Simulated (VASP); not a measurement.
The system is Rh.

```
Rh
1.0
     0.00000    1.87762    1.87762
     1.87762    0.00000    1.87762
     1.87762    1.87762    0.00000
Rh
1
Direct
  0.00000 0.00000 0.00000
```

Base run:

| Property | Result |
| --- | --- |
| Program | VASP 6.6.1 |
| Functional | LDA |
| Potentials or basis | VASP PAW LDA potentials, release 64 (Rh_pv) |
| Cutoff | 520 eV |
| k mesh | 14 × 14 × 14 |
| Occupations | fermi-dirac, width 0.1 eV |
| Spin | no spin polarisation |

Its results: pressure 0.9 GPa.

Question: The run is repeated on the same cell with these changes: occupations from fermi-dirac, width 0.1 eV to gaussian, width 0.01 eV. What comes out?

Answer: Pressure 0.5 GPa.
